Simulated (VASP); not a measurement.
# Ni (Fm-3m) in VASP: single point with PBE

Aim: the single point of Ni with PBE.

All numbers are computed with VASP 6.6.1; they aren't measurements. Logs are shortened: lines on timing, memory, paths and dates and some standing lists are left out, and cuts for length are marked.

### 1 The cell of the first run

Symmetry: Fm-3m, No. 225, cubic system. Conventional cell: a = 3.521 Å, b = 3.521 Å, c = 3.521 Å, α = 90.00°, β = 90.00°, γ = 90.00°. Within 3.3 Å of Ni (site symmetry m-3m) lie 12 Ni at 2.49 Å.

### 2 Single point, PBE, collinear spin, ferromagnetic start

INCAR reads:

```
PREC     = Accurate       # precision mode
ENCUT    = 520            # plane-wave cutoff, eV
EDIFF    = 1E-6           # SCF threshold, eV
ISMEAR   = -1             # smearing method
SIGMA    = 0.1            # smearing width, eV
LREAL    = False          # projectors in reciprocal space
LASPH    = True           # aspherical terms in the spheres
NELM     = 150            # most SCF steps
ALGO     = Normal         # electronic algorithm
ISIF     = 2              # what is computed and relaxed
LWAVE    = False          # write WAVECAR
LCHARG   = False          # write CHGCAR
ISPIN    = 2              # spin polarisation
MAGMOM   = 1              # initial moments
LORBIT   = 11             # projections on sites
LMAXMIX  = 4              # l up to which the mixer works
GGA      = PE             # functional
NBANDS   = 15             # bands
```

KPOINTS reads:

```
regular mesh
0
Gamma
  21 21 21
```

POSCAR reads:

```
Ni
1.0
    0.0000000000      1.7602633820      1.7602633820
    1.7602633820      0.0000000000      1.7602633820
    1.7602633820      1.7602633820      0.0000000000
Ni
1
Direct
    0.0000000000      0.0000000000      0.0000000000
```

Potentials or basis: VASP PAW PBE potentials, release 64 (Ni).

The run is started by

```sh
cat potpaw_PBE.64/Ni/POTCAR > POTCAR
mpirun -np 1 vasp_std > vasp.out
```

OUTCAR:

```text
PREC = Accurate
   ENCUT = 520
   EDIFF = 1E-6
   ISMEAR = -1
   LREAL = False
   LASPH = True
   NELM = 150
   ISIF = 2
   ISPIN = 2
   LORBIT = 11
   GGA = PE

 ion  position               nearest neighbor table
   1  0.000  0.000  0.000-

  LATTYP: Found a face centered cubic cell.
 ALAT       =     3.5205267640

  Lattice vectors:

 A1 = (   0.0000000000,   1.7602633820,   1.7602633820)
 A2 = (   1.7602633820,   0.0000000000,   1.7602633820)
 A3 = (   1.7602633820,   1.7602633820,   0.0000000000)

Analysis of symmetry for initial positions (statically):
=====================================================================
 Subroutine PRICEL returns:
 Original cell was already a primitive cell.

 Routine SETGRP: Setting up the symmetry group for a
 face centered cubic supercell.

 Subroutine GETGRP returns: Found 48 space group operations
 (whereof 48 operations were pure point group operations)
 out of a pool of 48 trial point group operations.

The static configuration has the point symmetry O_h .

Analysis of symmetry for dynamics (positions and initial velocities):
=====================================================================
 Subroutine PRICEL returns:
 Original cell was already a primitive cell.

 Routine SETGRP: Setting up the symmetry group for a
 face centered cubic supercell.

 Subroutine GETGRP returns: Found 48 space group operations
 (whereof 48 operations were pure point group operations)
 out of a pool of 48 trial point group operations.

The dynamic configuration has the point symmetry O_h .

Analysis of structural, dynamic, and magnetic symmetry:
=====================================================================
 Subroutine PRICEL returns:
 Original cell was already a primitive cell.

 Routine SETGRP: Setting up the symmetry group for a
 face centered cubic supercell.

 Subroutine GETGRP returns: Found 48 space group operations
 (whereof 48 operations were pure point group operations)
 out of a pool of 48 trial point group operations.

The overall configuration has the point symmetry O_h .

 Subroutine INISYM returns: Found 48 space group operations
 (whereof 48 operations are pure point group operations),
 and found     1 'primitive' translations

----------------------------------------------------------------------------------------

                                     Primitive cell

  volume of cell :      10.9084

  direct lattice vectors                    reciprocal lattice vectors
     0.000000000  1.760263382  1.760263382    -0.284048402  0.284048402  0.284048402
     1.760263382  0.000000000  1.760263382     0.284048402 -0.284048402  0.284048402
     1.760263382  1.760263382  0.000000000     0.284048402  0.284048402 -0.284048402

  length of vectors
     2.489388348  2.489388348  2.489388348     0.491986263  0.491986263  0.491986263

  position of ions in fractional coordinates (direct lattice)
     0.000000000  0.000000000  0.000000000

  ion indices of the primitive-cell ions
   primitive index   ion index
                 1           1

----------------------------------------------------------------------------------------

 KPOINTS: regular mesh

Automatic generation of k-mesh.
 Grid dimensions read from file:
 generate k-points for:   21   21   21

 Generating k-lattice:

  Cartesian coordinates                     Fractional coordinates (reciprocal lattice)
    -0.013526114  0.013526114  0.013526114     0.047619048  0.000000000  0.000000000
     0.013526114 -0.013526114  0.013526114     0.000000000  0.047619048  0.000000000
     0.013526114  0.013526114 -0.013526114     0.000000000  0.000000000  0.047619048

  Length of vectors
     0.023427917  0.023427917  0.023427917

  Shift w.r.t. Gamma in fractional coordinates (k-lattice)
     0.000000000  0.000000000  0.000000000

 Subroutine IBZKPT returns following result:
 ===========================================

 Found    286 irreducible k-points:

 Following reciprocal coordinates:
            Coordinates               Weight
  0.000000  0.000000  0.000000      1.000000
  0.047619  0.000000  0.000000      8.000000
  0.095238  0.000000  0.000000      8.000000
  0.142857  0.000000  0.000000      8.000000
  0.190476  0.000000  0.000000      8.000000
  0.238095  0.000000  0.000000      8.000000
[... 16 lines left out ...]
 -0.428571  0.047619  0.000000     24.000000
 -0.380952  0.047619  0.000000     24.000000
 [... further k-points ...]
   k-points           NKPTS =    286   k-points in BZ     NKDIM =    286   number of bands    NBANDS=     15
   number of dos      NEDOS =    301   number of ions     NIONS =      1
   total plane-waves  NPLWV =   8000
   dimension x,y,z NGX =    20 NGY =   20 NGZ =   20
   dimension x,y,z NGXF=    40 NGYF=   40 NGZF=   40
   ions per type =               1
   NGX,Y,Z   is equivalent  to a cutoff of  13.36, 13.36, 13.36 a.u.
   NGXF,Y,Z  is equivalent  to a cutoff of  26.71, 26.71, 26.71 a.u.
 SYSTEM =  unknown system
   PREC   = accura    normal or accurate (medium, high low for compatibility)
   ISTART =      0    job   : 0-new  1-cont  2-samecut
   ICHARG =      2    charge: 1-file 2-atom 10-const
   ISPIN  =      2    spin polarized calculation?
   LNONCOLLINEAR =      F non collinear calculations
   LSORBIT =      F    spin-orbit coupling
   LASPH  =      T    aspherical Exc in radial PAW
   ENCUT  =  520.0 eV  38.22 Ry    6.18 a.u.   4.63  4.63  4.63*2*pi/ulx,y,z
   NELM   =    150;   NELMIN=  2; NELMDL= -5     # of ELM steps
   EDIFF  = 0.1E-05   stopping-criterion for ELM
   LREAL  =      F    real-space projection
   EDIFFG = 0.1E-04   stopping-criterion for IOM
   NSW    =      0    number of steps for IOM
   IBRION =     -1    ionic relax: 0-MD 1-quasi-New 2-CG
   NFREE  =      0    steps in history (QN), initial steepest desc. (CG)
   ISIF   =      2    stress and relaxation
   ISYM   =      2    0-nonsym 1-usesym 2-fastsym
   POTIM  = 0.5000    time-step for ionic-motion
   TEBEG  =    0.0;   TEEND  =   0.0 temperature during run
   PSTRESS=    0.0 pullay stress
   NELECT =      10.0000    total number of electrons
   NUPDOWN=      -1.0000    fix difference up-down
   EMIN   =  10.00;   EMAX   =-10.00  energy-range for DOS
   EFERMI =   0.00;   METHOD = LEGACY
   ISMEAR =    -1;   SIGMA  =   0.10  broadening in eV -4-tet -1-fermi 0-gaus
   EFERMI_NEDOS =   21; number of points for ismear=-14 and -15
   IALGO  =     38    algorithm
   IMIX   =      4    mixing-type and parameters
     AMIX     =   0.40;   BMIX     =  1.00
     AMIX_MAG =   1.60;   BMIX_MAG =  1.00
  volume/ion in A,a.u.               =      10.91        73.61
  Fermi-wavevector in a.u.,A,eV,Ry     =   1.590330  3.005287 34.411156  2.529149
  Thomas-Fermi vector in A             =   2.689041
   LORBIT       =     11    0 simple, 1 ext, 2 COOP (PROOUT), +10 PAW based schemes
   GGA     = PE    functional components
   LHFCALC =     F    Hartree Fock is set to
   AEXX    =    0.0000 exact exchange contribution
   IVDW    =     0    specifies the selected vdW correction
   LEPSILON=     F    determine dielectric tensor
   LRPA    =     F    only Hartree local field effects (RPA)
 spin polarized calculation
  energy-cutoff  :      520.00
  volume of cell :       10.91
 maximum number of plane-waves:       305
   NGX =  9   NGY =  9   NGZ =  9

 number of electron      10.0000010 magnetization       0.6087937

 Free energy of the ion-electron system (eV)
  ---------------------------------------------------
  ext. energy  EPLUGINS =         0.00000000
  ---------------------------------------------------
  free energy    TOTEN  =        -5.49825656 eV

  energy without entropy =       -5.44379853  energy(sigma->0) =       -5.47102755

 E-fermi :   9.3270     XC(G=0): -13.2400

 val. band max:        9.3239070840   @ k =  -0.3333   0.2381   0.0952
 cond. band min:       9.3307075672   @ k =   0.4286   0.2381   0.0476
 fundamental gap:      0.0068004832
 Fermi energy:         9.3270458703

 spin component 1

 k-point     1 :       0.0000    0.0000    0.0000
  band No.  band energies     occupation
      1       0.3464      1.00000
      2       6.9326      1.00000
      3       6.9326      1.00000
      4       6.9326      1.00000
      5       8.0892      1.00000
      6       8.0892      1.00000
      7      33.0395      0.00000
      8      36.8782      0.00000
      9      36.8782      0.00000
     10      36.8782      0.00000
     11      39.8145      0.00000
     12      39.8145      0.00000
     13      39.8145      0.00000
     14      42.7798      0.00000
     15      49.0550      0.00000
[... 397 lines left out ...]
 k-point    24 :      -0.3810    0.0476    0.0000
  band No.  band energies     occupation
      1       4.3712      1.00000
      2       6.9764      1.00000
      3       7.0281      1.00000
      4       7.5672      1.00000
      5       8.5349      0.99964
      6       8.9216      0.98295
      7      17.2913      0.00000
      8      31.0282      0.00000
      9      33.1724      0.00000
     10      34.7186      0.00000
     11      37.1087      0.00000
     12      38.6901      0.00000
     13      43.3053      0.00000
     14      51.2889      0.00000
     15      52.5216      0.00000

 [... further k-points ...]

 spin component 2

 k-point     1 :       0.0000    0.0000    0.0000
  band No.  band energies     occupation
      1       0.3136      1.00000
      2       7.6539      1.00000
      3       7.6539      1.00000
      4       7.6539      1.00000
      5       8.6728      0.99856
      6       8.6728      0.99856
      7      32.8814      0.00000
      8      36.8646      0.00000
      9      36.8646      0.00000
     10      36.8646      0.00000
     11      39.9108      0.00000
     12      39.9108      0.00000
     13      39.9108      0.00000
     14      42.6559      0.00000
     15      49.2425      0.00000
[... 397 lines left out ...]
 k-point    24 :      -0.3810    0.0476    0.0000
  band No.  band energies     occupation
      1       4.6592      1.00000
      2       7.5751      1.00000
      3       7.6381      1.00000
      4       7.8534      1.00000
      5       9.2533      0.67637
      6       9.5677      0.08270
      7      17.5633      0.00000
      8      30.9749      0.00000
      9      33.1899      0.00000
     10      34.8123      0.00000
     11      37.1469      0.00000
     12      38.7160      0.00000
     13      43.3870      0.00000
     14      51.3601      0.00000
     15      52.7838      0.00000

 [... further k-points ...]

------------------------ aborting loop because EDIFF is reached ----------------------------------------

  FORCE on cell =-STRESS in cart. coord.  units (eV):
  Direction    XX          YY          ZZ          XY          YZ          ZX
  --------------------------------------------------------------------------------------
  -------------------------------------------------------------------------------------
  Total       -0.0100240     -0.0100240     -0.0100240     -0.0000000      0.0000000     -0.0000000
  in kB       -1.4722784     -1.4722784     -1.4722784     -0.0000000      0.0000000     -0.0000000
  external PRESSURE =      -1.4722784 kB  Pullay stress =       0.0000000 kB

 VOLUME and BASIS-vectors are now :
 -----------------------------------------------------------------------------
  energy-cutoff  :      520.00
  volume of cell :       10.91
      direct lattice vectors                 reciprocal lattice vectors
     0.000000000  1.760263382  1.760263382    -0.284048402  0.284048402  0.284048402
     1.760263382  0.000000000  1.760263382     0.284048402 -0.284048402  0.284048402
     1.760263382  1.760263382  0.000000000     0.284048402  0.284048402 -0.284048402

 POSITION                                       TOTAL-FORCE (eV/Angst)
 -----------------------------------------------------------------------------------
      0.00000      0.00000      0.00000        -0.000000     -0.000000      0.000000
 -----------------------------------------------------------------------------------
    total drift:                                0.000000      0.000000      0.000000

  FREE ENERGIE OF THE ION-ELECTRON SYSTEM (eV)
  ---------------------------------------------------
  free  energy   TOTEN  =        -5.4982565617 eV

  energy  without entropy=       -5.4437985328  energy(sigma->0) =       -5.47102755

 total charge

# of ion       s       p       d       tot
------------------------------------------
    1        0.496   0.495   8.314   9.305

 magnetization (x)

# of ion       s       p       d       tot
------------------------------------------
    1       -0.006  -0.024   0.651   0.620
```

Run time: 57 s. Hardware: 1 thread of Intel Xeon Platinum 8488C (Sapphire Rapids), shared host; peak memory 0.18 GiB.

Results:

* Free energy: -5.4983 eV
* Pressure: -0.1 GPa
* Net moment: 0.61 μB per cell
* Site moments: Ni +0.62 μB
* Valence electrons inside the program's atomic spheres: Ni 9.30
